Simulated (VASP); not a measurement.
Write the native input for VASP 6.6.1 that does the following.

```yaml
Task: single point
Functional: PBE
Potentials_or_basis: VASP PAW PBE potentials, release 64 (Pb_d, Te)
Cutoff: 500 eV
k_mesh: 6 × 6 × 6
Occupations: gaussian, width 0.1 eV
Spin: no spin polarisation
Dipole_correction: no
Further_INCAR_settings: ALGO = Normal; EDIFF = 1e-06; NBANDS = 17
```

The structure of TePb lies in POSCAR:

```
TePb
1.0
    0.0000000000      3.2200000000      3.2200000000
    3.2200000000      0.0000000000      3.2200000000
    3.2200000000      3.2200000000      0.0000000000
Pb Te
1 1
Direct
    0.0000000000      0.0000000000      0.0000000000
    0.5000000000      0.5000000000      0.5000000000
```

These files were run (other wordings do the same):

INCAR

```
  ALGO = Normal
  EDIFF = 1E-6
  ENCUT = 500
  GGA = PE
  GGA_COMPAT = False
  ISIF = 2
  ISMEAR = 0
  LASPH = True
  LCHARG = False
  LREAL = False
  LWAVE = False
  NBANDS = 17
  NELM = 120
  PREC = Accurate
  SIGMA = 0.1
```

KPOINTS

```
k-points
0
Gamma
  6 6 6
```

Potentials or basis: VASP PAW PBE potentials, release 64 (Pb_d, Te).

Command:

```bash
$ cat potpaw_PBE.64/Pb_d/POTCAR potpaw_PBE.64/Te/POTCAR > POTCAR
$ mpirun -np 1 vasp_std > vasp.out
```

It gave:

```
Pressure               : 2.6 GPa
Band gap on the k mesh : 0.71 eV
```

Caveat: spin-orbit coupling is left out, which moves the levels of the heavy elements.

Wall time 10 s on 1 thread of Intel(R) Xeon(R) 6975P-C (Granite Rapids) (shared host), peak memory 0.2 GiB.
